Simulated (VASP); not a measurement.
Input of a VASP 6.6.1 run:

Contents of INCAR:

```
SYSTEM = K
  ALGO = Normal
  EDIFF = 1E-6
  ENCUT = 520
  GGA = PS
  ISIF = 2
  ISMEAR = -1
  LASPH = .TRUE.
  LCHARG = .FALSE.
  LREAL = .FALSE.
  LWAVE = .FALSE.
  NBANDS = 10
  NELM = 80
  PREC = Accurate
  SIGMA = 0.05
```

The input KPOINTS:

```
k-points
0
G
  10 10 10
  0 0 0
```

File POSCAR:

```
K
1.0
   -2.6975585167      2.6975585167      2.6975585167
    2.6975585167     -2.6975585167      2.6975585167
    2.6975585167      2.6975585167     -2.6975585167
K
1
Direct
    0.0000000000      0.0000000000      0.0000000000
```

Potentials or basis: VASP PAW PBE potentials, release 64 (K_sv).

Command:

```console
$ cat potpaw_PBE.64/K_sv/POTCAR > POTCAR
$ mpirun -np 1 vasp_std > vasp.out
```

Question: Estimate the pressure.

Answer: -0.3 GPa.

Caveat: the PAW data sets were made with another functional, which shifts forces and pressure a little.
